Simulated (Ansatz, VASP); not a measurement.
WS2 in VASP and in Ansatz

```
W S
1.0
     3.02804    0.00000    0.00000
    -1.51402    2.62236    0.00000
     0.00000    0.00000   11.16872
W S
2 4
Direct
  0.33333 0.66667 0.25000
  0.66667 0.33333 0.75000
  0.33333 0.66667 0.62029
  0.66667 0.33333 0.12029
  0.33333 0.66667 0.87971
  0.66667 0.33333 0.37971
```

Change from the starting cell: strain -0.040 along x and y, -0.080 along z, atoms carried along.

Alike in both runs: task single point; functional PBE; dispersion D3(BJ); k mesh 12 × 12 × 4; occupations gaussian, width 0.05 eV; no spin polarisation.

|  | VASP | Ansatz |
| --- | --- | --- |
| version | VASP 6.6.1 | Ansatz 0.2.0 |
| potentials or method | VASP PAW PBE potentials, release 64 (W_sv, S), cutoff 520 eV | scalar-relativistic, plane waves, PAW |
| valence electrons in the cell | 52 | 52 |

```tsv
	VASP	Ansatz	Ansatz less VASP
gap on the k mesh at the Fermi level (eV)	0.44	0.41	-0.027
least direct gap on the mesh (eV)	1.86	1.85	-0.005
pressure (GPa)	40.6	40.6	+0.01
traceless stress, the component that is largest in VASP (GPa)	9.44	9.47	+0.033
rms of the force components (eV/Å)	1.998	2.000	+0.0021
```

Atom by atom the forces differ by 0.002 eV/Å (rms over components). Both programs put the cell under a high pressure, so it lies far from rest at this level.

Spin-orbit coupling is off throughout.
